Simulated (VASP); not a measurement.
MgO, 2 atoms in the cell. The structure is cubic, space group Fm-3m (No. 225). The conventional cell has a = 4.217 Å, b = 4.217 Å, c = 4.217 Å, α = 90.00°, β = 90.00°, γ = 90.00°. Within 2.8 Å of Mg (site symmetry m-3m) lie 6 O at 2.11 Å. O (site symmetry m-3m) has 6 Mg at 2.11 Å within 2.8 Å. 

| Item | Value |
| --- | --- |
| Program | VASP 6.6.1 |
| Task | single point |
| Functional | LDA |
| Potentials or basis | VASP PAW LDA potentials, release 64 (Mg_sv, O) |
| Cutoff | 840 eV |
| k mesh | 8 × 8 × 8 |
| Occupations | gaussian, width 0.1 eV |
| Spin | no spin polarisation |
| Dipole correction | no |
| Further INCAR settings | ALGO = Normal; EDIFF = 1e-06; NBANDS = 15 |

Potentials or basis: VASP PAW LDA potentials, release 64 (Mg_sv, O).

Launch:

```console
$ cat potpaw_LDA.64/Mg_sv/POTCAR potpaw_LDA.64/O/POTCAR > POTCAR
$ mpirun -np 1 vasp_std > vasp.out
```

Hardware: 1 thread of AMD EPYC 7R13 Processor (Zen 3), with other jobs on the host.

**Question.** How long does it take, and how much memory?

**Answer.** Run time: 10 s on 1 thread of AMD EPYC 7R13 Processor (Zen 3), on a shared host, peak memory 0.11 GiB. Counts: scf iterations 12, k points 29.
